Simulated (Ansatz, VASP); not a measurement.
# One calculation of Cu, two programs

```xyz
1
Lattice="-1.4428 1.4428 1.3761 1.4428 -1.4428 1.3761 1.4428 1.4428 -1.3761" Properties=species:S:1:pos:R:3 pbc="T T T"
Cu    0.0000    0.0000    0.0000
```

Alike in both runs: task single point; functional PBE; k mesh 13 × 13 × 13; occupations gaussian, width 0.016 eV; no spin polarisation.

|  | VASP | Ansatz |
| --- | --- | --- |
| version | VASP 6.6.1 | Ansatz 0.2.0 |
| potentials or method | VASP PAW PBE potentials, release 64 (Cu_sv_GW) | Ansatz PAW |
| plane-wave cutoff (eV) | 820 | 420 |
| valence electrons in the cell | 19 | 19 |

VASP gave:

```
gap on the k mesh at the Fermi level (eV)                     : none
pressure (GPa)                                                : 5.9
traceless stress, the component that is largest in VASP (GPa) : 0.20
```

Question: Estimate Ansatz's values.

Answer: gap on the k mesh at the Fermi level (eV): none; pressure (GPa): 7.2; traceless stress, the component that is largest in VASP (GPa): 0.19.

A gap of «none» marks a metal or a gap that the smearing closes.
